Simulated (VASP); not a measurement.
# SiSe4 (P4/mmm) in VASP: a series of runs

The runs below take SiSe4 through relaxation of cell and atoms, with PBE.

All numbers are computed with VASP 6.6.1; they aren't measurements. Logs are shortened: lines on timing, memory, paths and dates and some standing lists are left out, and cuts for length are marked.

### 1 The cell of the first run

Symmetry: P4/mmm, No. 123, tetragonal system. The conventional cell has a = 4.602 Å, b = 4.602 Å, c = 7.203 Å, α = 90.00°, β = 90.00°, γ = 90.00°. Si (site symmetry 4/mmm) has 2 Se at 2.16 Å within 2.9 Å. Se (site symmetry 4mm) has 5 Se at 2.58 to 3.26 Å within 3.4 Å. Se (site symmetry 4mm) has 1 Si at 2.16 Å and 1 Se at 2.88 Å within 2.9 Å.

The cell was generated, and may not be a known phase.

### 2 Relaxation of cell and atoms, PBE

INCAR

```
SYSTEM = SiSe4
PREC = Accurate
ENCUT = 600
EDIFF = 1E-7
ISMEAR = 0
SIGMA = 0.1
LREAL = .False.
LASPH = .True.
NELM = 60
ALGO = Normal
ISIF = 3
LWAVE = .False.
LCHARG = .False.
GGA = PE
IBRION = 2
NSW = 90
EDIFFG = -0.04
```

KPOINTS

```
Automatic mesh
0
Gamma
  4 4 4
  0 0 0
```

POSCAR

```
SiSe4
1.0
    4.6021787200      0.0000000000      0.0000000000
    0.0000000000      4.6021787200      0.0000000000
    0.0000000000      0.0000000000      7.2028240500
Si Se
1 4
Direct
    0.0000000000      0.0000000000      0.0000000000
    0.5000000000      0.5000000000      0.3210133300
    0.5000000000      0.5000000000      0.6789866700
    0.0000000000      0.0000000000      0.3000883900
    0.0000000000      0.0000000000      0.6999116100
```

Potentials or basis: VASP PAW PBE potentials, release 64 (Si, Se).

Command:

```console
> cat potpaw_PBE.64/Si/POTCAR potpaw_PBE.64/Se/POTCAR > POTCAR
> mpirun -np 1 vasp_std > vasp.out
```

OUTCAR:

```text
SYSTEM = SiSe4
   PREC = Accurate
   ENCUT = 600
   EDIFF = 1E-7
   ISMEAR = 0
   LREAL = .False.
   LASPH = .True.
   NELM = 60
   ISIF = 3
   GGA = PE
   IBRION = 2
   NSW = 90
   EDIFFG = -0.04

 ion  position               nearest neighbor table
   1  0.000  0.000  0.000-   4 2.16   5 2.16
   2  0.500  0.500  0.321-   3 2.58
   3  0.500  0.500  0.679-   2 2.58
   4  0.000  0.000  0.300-   1 2.16
   5  0.000  0.000  0.700-   1 2.16

  LATTYP: Found a simple tetragonal cell.
 ALAT       =     4.6021787200
 C/A-ratio  =     1.5650900341

  Lattice vectors:

 A1 = (   4.6021787200,   0.0000000000,   0.0000000000)
 A2 = (   0.0000000000,   4.6021787200,   0.0000000000)
 A3 = (   0.0000000000,   0.0000000000,   7.2028240500)

Analysis of symmetry for initial positions (statically):
=====================================================================
 Subroutine PRICEL returns:
 Original cell was already a primitive cell.

 Routine SETGRP: Setting up the symmetry group for a
 simple tetragonal supercell.

 Subroutine GETGRP returns: Found 16 space group operations
 (whereof 16 operations were pure point group operations)
 out of a pool of 16 trial point group operations.

The static configuration has the point symmetry D_4h.

Analysis of symmetry for dynamics (positions and initial velocities):
=====================================================================
 Subroutine PRICEL returns:
 Original cell was already a primitive cell.

 Routine SETGRP: Setting up the symmetry group for a
 simple tetragonal supercell.

 Subroutine GETGRP returns: Found 16 space group operations
 (whereof 16 operations were pure point group operations)
 out of a pool of 16 trial point group operations.

The dynamic configuration has the point symmetry D_4h.

 Subroutine INISYM returns: Found 16 space group operations
 (whereof 16 operations are pure point group operations),
 and found     1 'primitive' translations

----------------------------------------------------------------------------------------

                                     Primitive cell

  volume of cell :     152.5562

  direct lattice vectors                    reciprocal lattice vectors
     4.602178720  0.000000000  0.000000000     0.217288389  0.000000000  0.000000000
     0.000000000  4.602178720  0.000000000     0.000000000  0.217288389  0.000000000
     0.000000000  0.000000000  7.202824050     0.000000000  0.000000000  0.138834434

  length of vectors
     4.602178720  4.602178720  7.202824050     0.217288389  0.217288389  0.138834434

  position of ions in fractional coordinates (direct lattice)
     0.000000000  0.000000000  0.000000000
     0.500000000  0.500000000  0.321013330
     0.500000000  0.500000000  0.678986670
     0.000000000  0.000000000  0.300088390
     0.000000000  0.000000000  0.699911610

  ion indices of the primitive-cell ions
   primitive index   ion index
                 1           1
                 2           2
                 3           3
                 4           4
                 5           5

----------------------------------------------------------------------------------------

 KPOINTS: Automatic mesh

Automatic generation of k-mesh.
 Grid dimensions read from file:
 generate k-points for:    4    4    4

 Generating k-lattice:

  Cartesian coordinates                     Fractional coordinates (reciprocal lattice)
     0.054322097  0.000000000  0.000000000     0.250000000  0.000000000  0.000000000
     0.000000000  0.054322097  0.000000000     0.000000000  0.250000000  0.000000000
     0.000000000  0.000000000  0.034708608     0.000000000  0.000000000  0.250000000

  Length of vectors
     0.054322097  0.054322097  0.034708608

  Shift w.r.t. Gamma in fractional coordinates (k-lattice)
     0.000000000  0.000000000  0.000000000

 Subroutine IBZKPT returns following result:
 ===========================================

 Found     18 irreducible k-points:

 Following reciprocal coordinates:
            Coordinates               Weight
[... 40 lines left out ...]
 NGX is ok and might be reduce to    40
   NGX = 19   NGY = 19   NGZ = 29

--------------------------------------- Ionic step        1  -------------------------------------------

 number of electron      28.0000003 magnetization

 Free energy of the ion-electron system (eV)
  ---------------------------------------------------
  ext. energy  EPLUGINS =         0.00000000
  ---------------------------------------------------
  free energy    TOTEN  =       -16.27101763 eV

  energy without entropy =      -16.25145486  energy(sigma->0) =      -16.26123625

------------------------ aborting loop because EDIFF is reached ----------------------------------------

  FORCE on cell =-STRESS in cart. coord.  units (eV):
  Direction    XX          YY          ZZ          XY          YZ          ZX
  --------------------------------------------------------------------------------------
  -------------------------------------------------------------------------------------
  Total        0.2609751      0.2609751     -3.4403529      0.0000000      0.0000000     -0.0000000
  in kB        2.7408166      2.7408166    -36.1313186      0.0000000      0.0000000     -0.0000000
  external PRESSURE =     -10.2165618 kB  Pullay stress =       0.0000000 kB
[... 98 lines left out ...]
  FREE ENERGIE OF THE ION-ELECTRON SYSTEM (eV)
  ---------------------------------------------------
  free  energy   TOTEN  =       -16.7913867976 eV

  energy  without entropy=      -16.7710117577  energy(sigma->0) =      -16.78119928

 E-fermi :  -0.0917     XC(G=0):  -7.0368

 val. band max:       -0.0980863511   @ k =   0.2500   0.2500   0.5000
 cond. band min:      -0.0706304489   @ k =   0.2500   0.2500   0.0000
 fundamental gap:      0.0274559021
 Fermi energy:        -0.0916762290

 k-point     1 :       0.0000    0.0000    0.0000
  band No.  band energies     occupation
      1     -14.6786      2.00000
      2     -13.3865      2.00000
      3     -12.7561      2.00000
      4     -10.8449      2.00000
      5      -6.7100      2.00000
      6      -3.9596      2.00000
[... 10 lines left out ...]
     17       3.1989      0.00000
     18       3.1989      0.00000
[... 340 lines left out ...]
      2     -13.1067      2.00000
      3     -12.4958      2.00000
      4     -10.5790      2.00000
      5      -6.1746      2.00000
      6      -3.7369      2.00000
[... 10 lines left out ...]
     17       1.8703      0.00000
     18       2.3785      0.00000

[... ionic steps 4 to 74 ...]

--------------------------------------- Ionic step       75  -------------------------------------------

 number of electron      27.9999998 magnetization

------------------------ aborting loop because EDIFF is reached ----------------------------------------

  FORCE on cell =-STRESS in cart. coord.  units (eV):
  Direction    XX          YY          ZZ          XY          YZ          ZX
  --------------------------------------------------------------------------------------
  -------------------------------------------------------------------------------------
  Total       -0.1465329     -0.1465329     -0.2891313      0.0000000      0.0000000      0.0000000
  in kB       -1.3304171     -1.3304171     -2.6251110      0.0000000      0.0000000      0.0000000
  external PRESSURE =      -1.7619818 kB  Pullay stress =       0.0000000 kB
[... 63 lines left out ...]
  energy  without entropy=      -17.5857387867  energy(sigma->0) =      -17.59556665

--------------------------------------- Ionic step       77  -------------------------------------------

 number of electron      27.9999997 magnetization

 Free energy of the ion-electron system (eV)
  ---------------------------------------------------
  ext. energy  EPLUGINS =         0.00000000
  ---------------------------------------------------
  free energy    TOTEN  =       -17.60580865 eV

  energy without entropy =      -17.58549967  energy(sigma->0) =      -17.59565416

 E-fermi :   0.7632     XC(G=0):  -7.5690

 val. band max:        0.7372113337   @ k =   0.5000   0.2500   0.2500
 cond. band min:       0.7891458616   @ k =   0.5000   0.5000   0.0000
 fundamental gap:      0.0519345279
 Fermi energy:         0.7632120265

 k-point     1 :       0.0000    0.0000    0.0000
  band No.  band energies     occupation
      1     -13.8432      2.00000
      2     -12.6456      2.00000
      3     -12.1852      2.00000
      4     -10.0298      2.00000
      5      -6.1125      2.00000
      6      -3.0158      2.00000
[... 10 lines left out ...]
     17       3.8421      0.00000
     18       3.8421      0.00000
[... 387 lines left out ...]
  FREE ENERGIE OF THE ION-ELECTRON SYSTEM (eV)
  ---------------------------------------------------
  free  energy   TOTEN  =       -17.6058086541 eV

  energy  without entropy=      -17.5854996672  energy(sigma->0) =      -17.59565416

 reached required accuracy - stopping structural energy minimisation
```

Wall time 35 min (1 thread of AMD EPYC 9R45 (Zen 5), shared host); peak memory 0.31 GiB.

What came out:

```
Free energy                           : -17.6058 eV
Relaxed volume                        : 35.25 Å³/atom
Relaxed cell                          : a = 4.102 Å, b = 4.102 Å, c = 10.476 Å, α = 90.00°, β = 90.00°, γ = 90.00°
Space group after relaxing (to 0.1 Å) : P4/mmm (No. 123)
Energy gained by relaxing             : 267.0 meV/atom
Ionic steps                           : 77
Pressure after relaxing               : -0.1 GPa
Largest force after relaxing          : 0.014 eV/Å
Band gap on the k mesh                : zero (bands 14 and 15 overlap by 1.50 eV)
```

Forces on the atoms (eV/Å):
```
Si   0.000  0.000  0.000
Se   0.000  0.000  0.012
Se   0.000  0.000 -0.012
Se   0.000  0.000  0.014
Se   0.000  0.000 -0.014
```

The path:
| step | energy change (eV) | largest force (eV/Å) | pressure (GPa) | volume (Å³) |
| --- | --- | --- | --- | --- |
| 1 | 0.0000 | 2.7508 | -1.02 | 152.56 |
| 3 | -0.5204 | 0.8016 | 3.66 | 148.45 |
| 5 | -0.7210 | 1.1547 | 2.68 | 157.22 |
| 7 | -0.7889 | 0.3572 | 0.24 | 162.06 |
| 9 | -0.8015 | 0.2302 | 0.29 | 163.75 |
| 11 | -0.9060 | 0.6204 | -0.07 | 179.69 |
| 13 | -0.9498 | 0.3052 | 0.27 | 185.83 |
| 15 | -0.9554 | 0.3732 | 0.49 | 188.57 |
| 17 | -0.9898 | 0.5215 | -0.19 | 203.60 |
| 19 | -0.9999 | 0.2527 | 0.30 | 211.78 |
| 21 | -1.0068 | 0.2097 | -0.18 | 212.71 |
| 23 | -1.0128 | 0.2250 | -0.25 | 212.96 |
| 25 | -1.0547 | 0.4753 | -0.54 | 213.70 |
| 27 | -1.0840 | 0.9504 | -0.56 | 213.59 |
| 29 | -1.1017 | 0.8622 | -0.47 | 213.17 |
| 31 | -1.1595 | 0.6040 | 0.12 | 210.60 |
| 33 | -1.1590 | 1.3394 | 1.59 | 205.02 |
| 35 | -1.1885 | 1.1243 | 1.44 | 204.47 |
| 37 | -0.9429 | 3.7095 | 3.52 | 196.97 |
| 39 | -1.1357 | 2.2048 | 2.00 | 202.08 |
| 41 | -1.1556 | 1.7359 | 1.12 | 201.99 |
| 43 | -1.2216 | 0.8732 | 0.67 | 202.88 |
| 45 | -1.2585 | 0.4345 | 0.01 | 204.07 |
| 47 | -1.2648 | 0.1948 | -0.34 | 204.15 |
| 49 | -1.2698 | 0.1696 | -0.22 | 202.35 |
| 51 | -1.2810 | 0.1899 | -0.05 | 196.24 |
| 53 | -1.2762 | 0.4758 | 1.08 | 173.02 |
| 55 | -1.2913 | 0.2436 | 0.35 | 184.36 |
| 57 | -1.2937 | 0.0989 | 0.07 | 182.53 |
| 59 | -1.2947 | 0.0809 | 0.06 | 182.49 |
| 61 | -1.2987 | 0.1003 | 0.00 | 182.32 |
| 63 | -1.3042 | 0.4641 | -0.18 | 181.57 |
| 65 | -1.3054 | 0.4649 | -0.18 | 181.47 |
| 67 | -1.3105 | 0.4702 | -0.17 | 181.02 |
| 69 | -1.3235 | 0.5256 | 0.00 | 179.08 |
| 71 | -1.3264 | 0.5061 | 0.30 | 175.98 |
| 73 | -1.3297 | 0.2291 | 0.03 | 175.82 |
| 75 | -1.3343 | 0.0374 | -0.18 | 176.46 |
| 77 | -1.3348 | 0.0144 | -0.08 | 176.25 |

Final structure:
```
Si Se
1.0
     4.10183    0.00000    0.00000
     0.00000    4.10183    0.00000
     0.00000    0.00000   10.47578
Si Se
1 4
Direct
  0.00000 0.00000 0.00000
  0.50000 0.50000 0.39468
  0.50000 0.50000 0.60532
  0.00000 0.00000 0.20058
  0.00000 0.00000 0.79942
```

Levels at points of the mesh, in eV from the Fermi level:
| k point | band 11 | band 12 | band 13 | band 14 | band 15 | band 16 | band 17 | band 18 |
| --- | --- | --- | --- | --- | --- | --- | --- | --- |
| (0.00, 0.00, 0.00) | -1.44 | -1.16 | -1.16 | 0.81 | 0.81 | 1.14 | 3.08 | 3.08 |
| (0.50, 0.00, 0.00) | -1.93 | -1.53 | -0.74 | -0.29 | 0.57 | 1.49 | 1.87 | 3.20 |
| (0.50, 0.50, 0.00) | -2.56 | -2.53 | -2.53 | 0.03 | 0.03 | 1.67 | 1.67 | 1.94 |
| (0.00, 0.00, 0.50) | -1.83 | -0.67 | -0.67 | 0.50 | 0.50 | 1.03 | 3.26 | 3.26 |
| (0.50, 0.00, 0.50) | -1.62 | -1.53 | -0.87 | -0.75 | 0.57 | 1.07 | 2.25 | 3.22 |
| (0.50, 0.50, 0.50) | -3.24 | -1.62 | -1.62 | -0.69 | -0.69 | 2.10 | 2.15 | 2.15 |

Caveat: the volume moved by over 15 % at a fixed basis, so the end points are rough.

### 3 Relaxation of cell and atoms, PBE

This run uses another cell than the first one, of 34.56 Å³/atom.

INCAR

```
SYSTEM = SiSe4
ALGO     = Normal         ! electronic algorithm
EDIFF    = 1E-6           ! SCF threshold, eV
EDIFFG   = -0.01          ! ionic threshold
ENCUT    = 600            ! plane-wave cutoff, eV
GGA      = PE             ! functional
IBRION   = 2              ! ionic algorithm
ISIF     = 3              ! what is computed and relaxed
ISMEAR   = 0              ! smearing method
LASPH    = .True.         ! aspherical terms in the spheres
LCHARG   = .False.        ! write CHGCAR
LREAL    = .False.        ! projectors in reciprocal space
LWAVE    = .False.        ! write WAVECAR
NELM     = 100            ! most SCF steps
NSW      = 100            ! ionic steps
PREC     = Accurate       ! precision mode
SIGMA    = 0.1            ! smearing width, eV
```

KPOINTS

```
k-points
0
Gamma
  10 10 4
  0 0 0
```

POSCAR

```
SiSe4
1.0
    4.0831714628      0.0000000000      0.0000000000
    0.0000000000      4.0831714628      0.0000000000
    0.0000000000      0.0000000000     10.3641200320
Si Se
1 4
Direct
    0.0000000000      0.0000000000      0.0000000000
    0.5000000000      0.5000000000      0.3936882894
    0.5000000000      0.5000000000      0.6063117106
    0.0000000000      0.0000000000      0.2030540172
    0.0000000000      0.0000000000      0.7969459828
```

Potentials or basis: VASP PAW PBE potentials, release 64 (Si, Se).

Command:

```console
> cat potpaw_PBE.64/Si/POTCAR potpaw_PBE.64/Se/POTCAR > POTCAR
> mpirun -np 1 vasp_std > vasp.out
```

Wall time 46 min (1 thread of AMD EPYC 9R45 (Zen 5), shared host); peak memory 0.46 GiB.

The run converged. Its results:

```yaml
Free_energy: -17.6856 eV
Relaxed_volume: 35.22 Å³/atom
Relaxed_cell: a = 3.921 Å, b = 3.921 Å, c = 11.455 Å, α = 90.00°, β = 90.00°, γ = 90.00°
Space_group_after_relaxing_to_0.1_Å: P4/mmm (No. 123)
Energy_gained_by_relaxing: 13.1 meV/atom
Ionic_steps: 52
Pressure_after_relaxing: 0.0 GPa
Largest_force_after_relaxing: 0.010 eV/Å
Band_gap_on_the_k_mesh: zero (bands 14 and 15 overlap by 1.59 eV)
```

Forces in eV/Å, atoms in the order of the input:
```
Si   0.000  0.000  0.000
Se   0.000  0.000  0.003
Se   0.000  0.000 -0.003
Se   0.000  0.000 -0.010
Se   0.000  0.000  0.010
```

The path:
```
step  energy change (eV)  largest force (eV/Å)  pressure (GPa)  volume (Å³)
   1              0.0000                0.1221            0.06       172.79
   3             -0.0022                0.2382           -0.25       173.26
   5             -0.0051                0.2610           -0.21       173.24
   7             -0.0154                0.3621           -0.01       173.16
   9             -0.0221                0.4897            0.31       173.05
  11             -0.0355                0.4783            0.26       173.46
  13             -0.0497                0.5340            0.60       174.56
  15             -0.0599                0.3136           -0.07       175.83
  17             -0.0628                0.0418            0.13       175.93
  19             -0.0632                0.0543           -0.03       176.78
  21             -0.0636                0.0510           -0.02       177.20
  23             -0.0638                0.1830            0.03       179.13
  25             -0.0643                0.0866            0.00       178.50
  27             -0.0646                0.0260           -0.01       179.05
  29             -0.0647                0.0116           -0.04       179.07
  31             -0.0647                0.0272           -0.08       179.08
  33             -0.0648                0.0264           -0.08       179.07
  35             -0.0649                0.0191           -0.08       179.01
  37             -0.0652                0.0154           -0.06       178.76
  39             -0.0654                0.0632           -0.02       178.31
  41             -0.0656                0.0068           -0.05       177.93
  43             -0.0656                0.0116           -0.01       177.76
  45             -0.0657                0.0141           -0.01       177.09
  47             -0.0656                0.0112            0.02       175.81
  49             -0.0656                0.0210            0.03       175.95
  51             -0.0657                0.0107            0.01       176.07
  52             -0.0657                0.0099            0.01       176.11
```

Final structure:
```cif
data_structure
_symmetry_space_group_name_H-M 'P 1'
_symmetry_Int_Tables_number 1
_cell_length_a 3.9209
_cell_length_b 3.9209
_cell_length_c 11.4552
_cell_angle_alpha 90.000
_cell_angle_beta 90.000
_cell_angle_gamma 90.000
_cell_volume 176.11
loop_
_atom_site_label
_atom_site_type_symbol
_atom_site_fract_x
_atom_site_fract_y
_atom_site_fract_z
_atom_site_occupancy
Si1 Si 0.00000 0.00000 0.00000 1
Se1 Se 0.50000 0.50000 0.40409 1
Se2 Se 0.50000 0.50000 0.59591 1
Se3 Se 0.00000 0.00000 0.18171 1
Se4 Se 0.00000 0.00000 0.81829 1
```

Levels at points of the mesh, in eV from the Fermi level:
| k point | band 11 | band 12 | band 13 | band 14 | band 15 | band 16 | band 17 | band 18 |
| --- | --- | --- | --- | --- | --- | --- | --- | --- |
| (0.00, 0.00, 0.00) | -1.22 | -0.54 | -0.54 | 0.91 | 0.91 | 1.34 | 3.19 | 3.53 |
| (0.50, 0.00, 0.00) | -1.59 | -1.06 | -0.62 | -0.23 | 0.97 | 1.40 | 2.01 | 3.59 |
| (0.50, 0.50, 0.00) | -2.78 | -2.12 | -2.12 | -0.34 | -0.34 | 1.68 | 1.68 | 2.46 |
| (0.00, 0.00, 0.50) | -1.34 | -0.38 | -0.38 | 0.78 | 0.78 | 1.02 | 3.55 | 3.60 |
| (0.50, 0.00, 0.50) | -1.59 | -1.06 | -0.98 | -0.23 | 0.97 | 1.02 | 2.30 | 3.80 |
| (0.50, 0.50, 0.50) | -3.04 | -1.76 | -1.76 | -0.68 | -0.68 | 1.93 | 1.93 | 2.55 |

The gap in the log of VASP goes by the Fermi energy; the results here count the filled bands.